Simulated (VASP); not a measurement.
# W: single point with r2SCAN

The system is W.

```
W
1.0
     0.00000    3.00730    3.00730
     3.00730    0.00000    3.00730
     3.00730    3.00730    0.00000
W
2
Direct
  0.12500 0.12500 0.12500
  0.87500 0.87500 0.87500
```

This cell differs from its parent crystal: volume scaled by 1.12.

* Program: VASP 6.6.1
* Task: single point
* Functional: r2SCAN
* Potentials or basis: VASP PAW PBE potentials, release 64 (W_sv)
* Cutoff: 520 eV
* k mesh: 11 × 11 × 11
* Occupations: fermi-dirac, width 0.1 eV
* Spin: no spin polarisation
* Dipole correction: no
* Further INCAR settings: ALGO = Normal; EDIFF = 1e-07; NBANDS = 21

| Property | Result |
| --- | --- |
| Pressure | -11.1 GPa |
| Band gap on the k mesh | zero (band 14 reaches 4.71 eV, above the bottom of band 15 at 3.69 eV) |

Levels at points of the mesh, in eV from the Fermi level:
| k point | band 10 | band 11 | band 12 | band 13 | band 14 | band 15 | band 16 | band 17 | band 18 | band 19 |
| --- | --- | --- | --- | --- | --- | --- | --- | --- | --- | --- |
| (0.00, 0.00, 0.00) | -1.54 | -1.54 | -1.09 | -1.09 | -1.09 | 1.54 | 1.54 | 1.54 | 5.04 | 5.04 |

It took 73 s on 1 thread of Intel(R) Xeon(R) 6975P-C (Granite Rapids) (shared host), peak memory 0.21 GiB.

Caveat: the PAW data sets were made with another functional, which shifts forces and pressure a little; spin-orbit coupling is left out, which moves the levels of the heavy elements.
